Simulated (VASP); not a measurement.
Wanted: the native input for a VASP 6.6.1 run.

* Task: single point
* Functional: PBE
* Dispersion: D4
* Potentials or basis: VASP PAW PBE potentials, release 64 (B, N)
* Cutoff: 520 eV
* k mesh: 9 × 9 × 9
* Occupations: methfessel-paxton, width 0.02 eV
* Spin: no spin polarisation
* Dipole correction: no
* Further INCAR settings: ALGO = Normal; EDIFF = 1e-06; NBANDS = 11

The structure of BN (Qingsongite) lies in POSCAR:

```
BN
1.0
    2.5503862953      0.0000000000      0.0000000000
    1.2751931477      2.2086993212      0.0000000000
    1.2751931477      0.7362331071      2.0823816902
B N
1 1
Direct
    0.0000000000      0.0000000000      0.0000000000
    0.2500000000      0.2500000000      0.2500000000
```

One way to write it, as run:

INCAR

```
  ALGO = Normal
  EDIFF = 1E-6
  ENCUT = 520
  GGA = PE
  ISIF = 2
  ISMEAR = 1
  IVDW = 13
  LASPH = T
  LCHARG = T
  LELF = T
  LREAL = F
  LVHAR = T
  LWAVE = F
  NBANDS = 11
  NELM = 60
  PREC = Accurate
  SIGMA = 0.02
```

KPOINTS

```
k-points
0
Gamma
  9 9 9
```

Potentials or basis: VASP PAW PBE potentials, release 64 (B, N).

Command:

```console
$ cat potpaw_PBE.64/B/POTCAR potpaw_PBE.64/N/POTCAR > POTCAR
$ mpirun -np 1 vasp_std > vasp.out
```

Results of the run:

* Pressure: 0.3 GPa
* Band gap on the k mesh: 4.62 eV, indirect (least direct gap 8.85 eV)
* Dispersion energy per atom: -0.240 eV

It took 7.3 s on 1 thread of Intel(R) Xeon(R) Platinum 8259CL CPU @ 2.50GHz (Skylake/Cascade Lake), with other jobs on the host, peak memory 0.12 GiB.
